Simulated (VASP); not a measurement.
The system is Lu.

```
Lu
1.0
     3.17004    0.00000    0.00000
     0.00000    3.17004    0.00000
     0.00000    0.00000    3.17004
Lu
1
Direct
  0.00000 0.00000 0.00000
```

This isn't the form of Lu at room conditions, which is hcp.

* Program: VASP 6.6.1
* Task: relaxation of cell and atoms
* Functional: PBE
* Potentials or basis: VASP PAW PBE potentials, release 64 (Lu)
* Cutoff: 600 eV
* k mesh: 10 × 10 × 10
* Occupations: fermi-dirac, width 0.1 eV
* Spin: no spin polarisation

At the start: pressure 1.3 GPa; volume 31.86 Å³/atom.

Question: Where does the relaxation end?

Answer: Over 3 steps the energy falls by 4.6 meV/atom and the volume is 33.10 Å³/atom (+3.9 %); space group Pm-3m (No. 221, to 0.1 Å) before and after.

Step by step:
```
step  energy change (eV)  largest force (eV/Å)  pressure (GPa)  volume (Å³)
   1              0.0000                0.0000            1.27        31.86
   2             -0.0046                0.0000            0.06        33.03
   3             -0.0046                0.0000            0.04        33.10
```

Final structure:
```
Lu
1.0
     3.21091    0.00000    0.00000
     0.00000    3.21091    0.00000
     0.00000    0.00000    3.21091
Lu
1
Direct
  0.00000 0.00000 0.00000
```
